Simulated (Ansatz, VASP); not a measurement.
## GaAs: VASP beside Ansatz

```
Ga As
1.0
     0.00000    2.82685    2.82685
     2.82685    0.00000    2.82685
     2.82685    2.82685    0.00000
Ga As
1 1
Direct
  0.00000 0.00000 0.00000
  0.25000 0.25000 0.25000
```

Alike in both runs: task relaxation of cell and atoms; functional PBE; k mesh 12 × 12 × 12; occupations gaussian, width 0.02 eV; no spin polarisation.

|  | VASP | Ansatz |
| --- | --- | --- |
| version | VASP 6.6.1 | Ansatz 0.2.0 |
| potentials or method | VASP PAW PBE potentials, release 64 (Ga_d, As), cutoff 500 eV | scalar-relativistic, plane waves, PAW |
| valence electrons in the cell | 18 | 28 |

|  | VASP | Ansatz | Ansatz less VASP |
| --- | --- | --- | --- |
| gap on the k mesh at the Fermi level, each at its own relaxed structure (eV) | 0.15 | 0.16 | +0.015 |
| relaxed volume (Å³/atom) | 23.76 | 23.71 | -0.057 |
| relaxed cell length with the largest relative difference (Å) | 4.066 | 4.063 | -0.0033 |

VASP's potentials hold 18 valence electrons a cell and Ansatz's 28, so a difference there can come from the potentials and not from the codes.
